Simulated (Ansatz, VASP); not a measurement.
## One calculation of Mg, two programs

```
CELL_PARAMETERS angstrom
0.00000 2.33426 2.33426
2.33426 0.00000 2.33426
2.33426 2.33426 0.00000
ATOMIC_POSITIONS crystal
Mg 0.00000 0.00000 0.00000
```

Alike in both runs: task single point; functional r2SCAN; k mesh 14 × 14 × 14; occupations fermi-dirac, width 0.1 eV; no spin polarisation.

|  | VASP | Ansatz |
| --- | --- | --- |
| version | VASP 6.6.1 | Ansatz 0.2.0 |
| potentials or method | VASP PAW PBE potentials, release 64 (Mg), cutoff 520 eV | plane waves (500 eV) with PAW, scalar-relativistic |
| valence electrons in the cell | 2 | 10 |

Ansatz gave:

- pressure (GPa): -3.4

**Question.** Estimate VASP's values.

**Answer.** Pressure (GPa): -3.7.

VASP's potentials were made for PBE, not for r2SCAN. VASP's potentials hold 2 valence electrons a cell and Ansatz's 10, so a difference there can come from the potentials and not from the codes.
